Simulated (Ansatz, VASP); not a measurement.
# SnTe: VASP beside Ansatz

```
Sn Te
1.0
     0.00000    3.18560    3.18560
     3.18560    0.00000    3.18560
     3.18560    3.18560    0.00000
Sn Te
1 1
Direct
  0.00000 0.00000 0.00000
  0.50000 0.50000 0.50000
```

Alike in both runs: task relaxation of cell and atoms; functional r2SCAN; k mesh 10 × 10 × 10; occupations gaussian, width 0.01 eV; no spin polarisation.

|  | VASP | Ansatz |
| --- | --- | --- |
| version | VASP 6.6.1 | Ansatz 0.2.0 |
| potentials or method | VASP PAW PBE potentials, release 64 (Sn_d, Te), cutoff 600 eV | scalar-relativistic, plane waves, PAW |
| valence electrons in the cell | 20 | 30 |

```tsv
	VASP	Ansatz	Ansatz less VASP
gap on the k mesh at the Fermi level, each at its own relaxed structure (eV)	0.13	0.13	0.000
relaxed volume (Å³/atom)	32.34	32.33	-0.011
relaxed length of the cell vector where the two differ most in proportion (Å)	4.506	4.505	-0.0005
```

VASP's potentials were made for PBE, not for r2SCAN. VASP's potentials hold 20 valence electrons a cell and Ansatz's 30, so a difference there can come from the potentials and not from the codes.

Neither program's run includes spin-orbit coupling.
